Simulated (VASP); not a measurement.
A run of VASP 6.6.1 is set up as follows.

Contents of POSCAR:

```
CsH
1.0
    0.0000000000      3.1985914399      3.1985914399
    3.1985914399      0.0000000000      3.1985914399
    3.1985914399      3.1985914399      0.0000000000
Cs H
1 1
Direct
    0.0000000000      0.0000000000      0.0000000000
    0.5000000000      0.5000000000      0.5000000000
```

File INCAR.step1:

```
SYSTEM = CsH
ALGO = Normal ; EDIFF = 1E-5
ENCUT = 550 ; GGA = PE
GGA_COMPAT = .FALSE. ; ISMEAR = 0
LASPH = .TRUE. ; LCHARG = .FALSE.
LREAL = .FALSE. ; LWAVE = .TRUE.
NBANDS = 12 ; NELM = 120
PREC = Accurate ; SIGMA = 0.01
```

File INCAR.step2:

```
SYSTEM = CsH
ALGO = Normal ; EDIFF = 1E-6
ENCUT = 550 ; GGA_COMPAT = .FALSE.
ISIF = 2 ; ISMEAR = 0
ISTART = 1 ; IVDW = 13
LASPH = .TRUE. ; LCHARG = .FALSE.
LMIXTAU = .TRUE. ; LREAL = .FALSE.
LWAVE = .FALSE. ; METAGGA = R2SCAN
NBANDS = 12 ; NELM = 120
PREC = Accurate ; SIGMA = 0.01
VDW_A1 = 0.51559235 ; VDW_A2 = 5.77342911
VDW_S6 = 1.0 ; VDW_S8 = 0.6018749
```

File KPOINTS:

```
k-points
0
G
  5 5 5
  0 0 0
```

Potentials or basis: VASP PAW PBE potentials, release 64 (Cs_sv, H).

The run is started by

```sh
$ cat potpaw_PBE.64/Cs_sv/POTCAR potpaw_PBE.64/H/POTCAR > POTCAR
$ cp INCAR.step1 INCAR
$ mpirun -np 1 vasp_std > vasp.out
$ cp INCAR.step2 INCAR
$ mpirun -np 1 vasp_std > vasp.out
```

**Question.** Estimate the band gap on the k mesh.

**Answer.** 3.12 eV, direct.

**Question.** What does it give for the pressure?

**Answer.** -0.4 GPa.

Caveat: the PAW data sets were made with another functional, which shifts forces and pressure a little; spin-orbit coupling is left out, which moves the levels of the heavy elements. r2SCAN opens gaps a little over a GGA but as a rule still falls short of measured ones.
